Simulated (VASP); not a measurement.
# CsI (Pm-3m) in VASP: notebook

Runs on CsI. Level: PBE. Tasks: single point, relaxation of the atoms.

Everything below comes from runs of VASP 6.6.1. Logs are shortened: lines on timing, memory, paths and dates and some standing lists are left out, and cuts for length are marked.

**1. The cell of the first run**

Symmetry: Pm-3m, No. 221, cubic system. Conventional cell: a = 4.567 Å, b = 4.567 Å, c = 4.567 Å, α = 90.00°, β = 90.00°, γ = 90.00°. Cs (site symmetry m-3m) has 8 I at 3.95 Å and 6 Cs at 4.57 Å within 5.2 Å. I (site symmetry m-3m) has 8 Cs at 3.95 Å and 6 I at 4.57 Å within 5.2 Å.

**2. Single point, PBE**

Contents of INCAR:

```
PREC = Accurate ; ENCUT = 500
EDIFF = 1E-6 ; ISMEAR = -1
SIGMA = 0.02 ; LREAL = F
LASPH = T ; NELM = 120
ALGO = Normal ; ISIF = 2
LWAVE = F ; LCHARG = F
GGA = PE ; NBANDS = 15
GGA_COMPAT = F
```

Contents of KPOINTS:

```
regular mesh
0
Gamma
  6 6 6
```

Contents of POSCAR:

```
CsI
1.0
    4.5667000000      0.0000000000      0.0000000000
    0.0000000000      4.5667000000      0.0000000000
    0.0000000000      0.0000000000      4.5667000000
Cs I
1 1
Direct
    0.0000000000      0.0000000000      0.0000000000
    0.5000000000      0.5000000000      0.5000000000
```

Potentials or basis: VASP PAW PBE potentials, release 64 (Cs_sv, I).

Started as:

```sh
$ cat potpaw_PBE.64/Cs_sv/POTCAR potpaw_PBE.64/I/POTCAR > POTCAR
$ mpirun -np 1 vasp_std > vasp.out
```

OUTCAR:

```text
PREC = Accurate
   ENCUT = 500
   EDIFF = 1E-6
   ISMEAR = -1
   LREAL = F
   LASPH = T
   NELM = 120
   ISIF = 2
   GGA = PE

 ion  position               nearest neighbor table
   1  0.000  0.000  0.000-
   2  0.500  0.500  0.500-

  LATTYP: Found a simple cubic cell.
 ALAT       =     4.5667000000

  Lattice vectors:

 A1 = (   4.5667000000,   0.0000000000,   0.0000000000)
 A2 = (   0.0000000000,   4.5667000000,   0.0000000000)
 A3 = (   0.0000000000,   0.0000000000,   4.5667000000)

Analysis of symmetry for initial positions (statically):
=====================================================================
 Subroutine PRICEL returns:
 Original cell was already a primitive cell.

 Routine SETGRP: Setting up the symmetry group for a
 simple cubic supercell.

 Subroutine GETGRP returns: Found 48 space group operations
 (whereof 48 operations were pure point group operations)
 out of a pool of 48 trial point group operations.

The static configuration has the point symmetry O_h .

Analysis of symmetry for dynamics (positions and initial velocities):
=====================================================================
 Subroutine PRICEL returns:
 Original cell was already a primitive cell.

 Routine SETGRP: Setting up the symmetry group for a
 simple cubic supercell.

 Subroutine GETGRP returns: Found 48 space group operations
 (whereof 48 operations were pure point group operations)
 out of a pool of 48 trial point group operations.

The dynamic configuration has the point symmetry O_h .

 Subroutine INISYM returns: Found 48 space group operations
 (whereof 48 operations are pure point group operations),
 and found     1 'primitive' translations

----------------------------------------------------------------------------------------

                                     Primitive cell

  volume of cell :      95.2374

  direct lattice vectors                    reciprocal lattice vectors
     4.566700000  0.000000000  0.000000000     0.218976504  0.000000000  0.000000000
     0.000000000  4.566700000  0.000000000     0.000000000  0.218976504  0.000000000
     0.000000000  0.000000000  4.566700000     0.000000000  0.000000000  0.218976504

  length of vectors
     4.566700000  4.566700000  4.566700000     0.218976504  0.218976504  0.218976504

  position of ions in fractional coordinates (direct lattice)
     0.000000000  0.000000000  0.000000000
[... 80 lines left out ...]
   ISYM   =      2    0-nonsym 1-usesym 2-fastsym
   POTIM  = 0.5000    time-step for ionic-motion
   TEBEG  =    0.0;   TEEND  =   0.0 temperature during run
   PSTRESS=    0.0 pullay stress
   NELECT =      16.0000    total number of electrons
   NUPDOWN=      -1.0000    fix difference up-down
   EMIN   =  10.00;   EMAX   =-10.00  energy-range for DOS
   EFERMI =   0.00;   METHOD = LEGACY
   ISMEAR =    -1;   SIGMA  =   0.02  broadening in eV -4-tet -1-fermi 0-gaus
   EFERMI_NEDOS =   21; number of points for ismear=-14 and -15
   IALGO  =     38    algorithm
   IMIX   =      4    mixing-type and parameters
     AMIX     =   0.40;   BMIX     =  1.00
     AMIX_MAG =   1.60;   BMIX_MAG =  1.00
  volume/ion in A,a.u.               =      47.62       321.35
  Fermi-wavevector in a.u.,A,eV,Ry     =   0.903328  1.707043 11.102385  0.816002
  Thomas-Fermi vector in A             =   2.026641
   LORBIT       =      0    0 simple, 1 ext, 2 COOP (PROOUT), +10 PAW based schemes
   GGA     = PE    functional components
   LHFCALC =     F    Hartree Fock is set to
   AEXX    =    0.0000 exact exchange contribution
   IVDW    =     0    specifies the selected vdW correction
   LEPSILON=     F    determine dielectric tensor
   LRPA    =     F    only Hartree local field effects (RPA)
 non-spin polarized calculation
  energy-cutoff  :      500.00
  volume of cell :       95.24
 maximum number of plane-waves:      2469
 NGX is ok and might be reduce to    36
   NGX = 17   NGY = 17   NGZ = 17

 number of electron      16.0000003 magnetization

 Free energy of the ion-electron system (eV)
  ---------------------------------------------------
  ext. energy  EPLUGINS =         0.00000000
  ---------------------------------------------------
  free energy    TOTEN  =        -5.42726220 eV

  energy without entropy =       -5.42726220  energy(sigma->0) =       -5.42726220

 E-fermi :   1.2384     XC(G=0):  -7.7685

 val. band max:        0.8134243456   @ k =   0.5000   0.5000   0.0000
 cond. band min:       4.6891706350   @ k =   0.0000   0.0000   0.0000
 fundamental gap:      3.8757462894
 Fermi energy:         1.2384210115

 k-point     1 :       0.0000    0.0000    0.0000
  band No.  band energies     occupation
      1     -19.5773      2.00000
      2      -9.8442      2.00000
      3      -6.2779      2.00000
      4      -6.2779      2.00000
      5      -6.2779      2.00000
      6       0.7246      2.00000
      7       0.7246      2.00000
      8       0.7246      2.00000
      9       4.6892      0.00000
     10       4.9939      0.00000
     11       4.9939      0.00000
     12       8.5743      0.00000
     13       8.5743      0.00000
     14       8.5743      0.00000
[... 329 lines left out ...]
      2      -9.5696      2.00000
      3      -6.5291      2.00000
      4      -6.5291      2.00000
      5      -6.5291      2.00000
      6      -0.4954      2.00000
      7      -0.4954      2.00000
      8      -0.4954      2.00000
      9       7.9880      0.00000
     10       7.9880      0.00000
     11       7.9880      0.00000
     12       8.6732      0.00000
     13       8.6732      0.00000
     14       8.6732      0.00000
     15      10.6055      0.00000

------------------------ aborting loop because EDIFF is reached ----------------------------------------

  FORCE on cell =-STRESS in cart. coord.  units (eV):
  Direction    XX          YY          ZZ          XY          YZ          ZX
  --------------------------------------------------------------------------------------
  -------------------------------------------------------------------------------------
  Total        0.4709021      0.4709021      0.4709021      0.0000000      0.0000000      0.0000000
  in kB        7.9219796      7.9219796      7.9219796      0.0000000      0.0000000      0.0000000
  external PRESSURE =       7.9219796 kB  Pullay stress =       0.0000000 kB

 VOLUME and BASIS-vectors are now :
 -----------------------------------------------------------------------------
  energy-cutoff  :      500.00
  volume of cell :       95.24
      direct lattice vectors                 reciprocal lattice vectors
     4.566700000  0.000000000  0.000000000     0.218976504  0.000000000  0.000000000
     0.000000000  4.566700000  0.000000000     0.000000000  0.218976504  0.000000000
     0.000000000  0.000000000  4.566700000     0.000000000  0.000000000  0.218976504

 POSITION                                       TOTAL-FORCE (eV/Angst)
 -----------------------------------------------------------------------------------
      0.00000      0.00000      0.00000         0.000000      0.000000      0.000000
      2.28335      2.28335      2.28335         0.000000      0.000000      0.000000
 -----------------------------------------------------------------------------------
    total drift:                               -0.000000      0.000000      0.000000

  FREE ENERGIE OF THE ION-ELECTRON SYSTEM (eV)
  ---------------------------------------------------
  free  energy   TOTEN  =        -5.4272621959 eV

  energy  without entropy=       -5.4272621959  energy(sigma->0) =       -5.42726220
```

OSZICAR:

```text
N       E                     dE             d eps       ncg     rms          rms(c)
DAV:   1     0.854193078485E+02    0.85419E+02   -0.59066E+03   600   0.844E+02
DAV:   2     0.146392652339E+01   -0.83955E+02   -0.77894E+02   839   0.143E+02
DAV:   3    -0.547408310252E+01   -0.69380E+01   -0.69160E+01   789   0.450E+01
DAV:   4    -0.556551918507E+01   -0.91436E-01   -0.91423E-01   767   0.629E+00
DAV:   5    -0.556660997816E+01   -0.10908E-02   -0.10908E-02   796   0.671E-01    0.160E+00
DAV:   6    -0.544766945809E+01    0.11894E+00   -0.94313E-02   768   0.154E+00    0.112E+00
DAV:   7    -0.542352515822E+01    0.24144E-01   -0.98773E-02   740   0.152E+00    0.606E-01
DAV:   8    -0.542745706483E+01   -0.39319E-02   -0.12671E-02   656   0.603E-01    0.114E-01
DAV:   9    -0.542718430565E+01    0.27276E-03   -0.59987E-04   824   0.130E-01    0.523E-02
DAV:  10    -0.542726512835E+01   -0.80823E-04   -0.22585E-04   677   0.829E-02    0.346E-02
DAV:  11    -0.542726130158E+01    0.38268E-05   -0.13541E-05   789   0.173E-02    0.104E-02
DAV:  12    -0.542726219593E+01   -0.89436E-06   -0.36372E-06   663   0.124E-02
   1 F= -.54272622E+01 E0= -.54272622E+01  d E =-.904472E-11
```

stdout:

```text
POSCAR found type information on POSCAR CsI
 POSCAR found :  2 types and       2 ions
 scaLAPACK will be used
 LDA part: xc-table for (Slater+PW92), standard interpolation
 POSCAR, INCAR and KPOINTS ok, starting setup
 FFT: planning ... GRIDC
 FFT: planning ... GRID_SOFT
 FFT: planning ... GRID
 WAVECAR not read
 entering main loop
```

It took 30 s on 1 thread of Intel Xeon Platinum 8488C (Sapphire Rapids), shared host; peak memory 0.21 GiB.

What came out:

```yaml
Free_energy: -5.4273 eV
Pressure: 0.8 GPa
Band_gap_on_the_k_mesh: 3.88 eV (least direct gap 3.96 eV)
```

Caveat: spin-orbit coupling is left out, which moves the levels of the heavy elements.

**3. Relaxation of the atoms, PBE**

Contents of INCAR:

```
SYSTEM = CsI
ALGO = Normal
EDIFF = 1E-7
EDIFFG = -0.02
ENCUT = 450
GGA = PE
GGA_COMPAT = .False.
IBRION = 2
ISIF = 2
ISMEAR = -1
LASPH = .True.
LCHARG = .False.
LREAL = .False.
LWAVE = .False.
NELM = 120
NELMIN = 4
NSW = 80
PREC = Accurate
SIGMA = 0.02
```

Contents of KPOINTS:

```
k-points
0
Gamma
  6 6 6
  0 0 0
```

POSCAR is that of step 2.

Potentials or basis: VASP PAW PBE potentials, release 64 (Cs_sv, I).

Started as:

```sh
$ cat potpaw_PBE.64/Cs_sv/POTCAR potpaw_PBE.64/I/POTCAR > POTCAR
$ mpirun -np 1 vasp_std > vasp.out
```

Run time: 20 s. Hardware: 1 thread of Intel Xeon Platinum 8488C (Sapphire Rapids), shared host; peak memory 0.17 GiB.

The run converged. Its results:

* Free energy: -5.4273 eV
* Pressure after relaxing: 0.8 GPa
* Band gap on the k mesh: 3.88 eV (least direct gap 3.96 eV)

Final structure:
```
Cs I
1.0
     4.56670    0.00000    0.00000
     0.00000    4.56670    0.00000
     0.00000    0.00000    4.56670
Cs I
1 1
Direct
  0.00000 0.00000 0.00000
  0.50000 0.50000 0.50000
```

Levels at points of the mesh, in eV from the valence-band top:
```
           k point  band 4  band 5  band 6  band 7  band 8  band 9  band 10  band 11  band 12
(0.00, 0.00, 0.00)   -7.09   -7.09   -0.09   -0.09   -0.09    3.88     4.18     4.18     7.76
(0.50, 0.00, 0.00)   -7.03   -7.03   -1.56   -0.24   -0.24    5.20     6.49     6.73     6.82
(0.50, 0.50, 0.00)   -7.45   -6.99   -0.86   -0.86    0.00    4.24     4.92     6.10     6.10
(0.50, 0.50, 0.50)   -7.34   -7.34   -1.31   -1.31   -1.31    7.17     7.17     7.17     7.86
```

Caveat: the relaxation stopped at its first step, so nothing moved; spin-orbit coupling is left out, which moves the levels of the heavy elements.
